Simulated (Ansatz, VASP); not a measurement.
ZnS: VASP beside Ansatz

```
CELL_PARAMETERS angstrom
3.65332 -0.11747 -0.17366
-0.12889 3.85193 0.21241
-0.87261 0.96976 17.78799
ATOMIC_POSITIONS crystal
Zn 0.54239 0.47844 0.08349
Zn 0.54209 0.42746 0.58445
Zn 0.45756 0.52174 0.41643
Zn 0.45796 0.57347 0.91554
Zn 0.00030 0.99949 0.24992
Zn 0.00009 0.00000 0.75000
S 0.52542 0.92861 0.16023
S 0.52864 0.89825 0.66169
S 0.00794 0.58888 0.50091
S 0.99163 0.41065 0.99919
S 0.47470 0.07103 0.33975
S 0.47129 0.10199 0.83840
```

Change from the starting cell: cell x2, atoms moved at random (sigma 0.05 Å) and cell strained at random (1.5 %), then relaxed without symmetry.

Alike in both runs: functional PBE; k mesh 4 × 4 × 1; occupations gaussian, width 0.1 eV; no spin polarisation.

Ansatz relaxed the structure, and its values are those at the end. VASP's run is a single point on that final structure, the one shown.

```csv
,VASP,Ansatz
version,VASP 6.6.1,Ansatz 0.2.0
potentials or method,"VASP PAW PBE potentials, release 64 (Zn, S), cutoff 520 eV","scalar-relativistic, plane waves, PAW"
valence electrons in the cell,108,108
```

Ansatz gave:

| Item | Value |
| --- | --- |
| gap on the k mesh at the Fermi level (eV) | 1.26 |
| least direct gap on the mesh (eV) | 1.34 |
| pressure (GPa) | 0.0 |
| rms of the force components (eV/Å) | 0.010 |

Problem. Which values does VASP return?

Solution. gap on the k mesh at the Fermi level (eV): 1.28; least direct gap on the mesh (eV): 1.35; pressure (GPa): 0.1; rms of the force components (eV/Å): 0.010.

The k mesh is coarse, so the values compare programs but aren't converged.
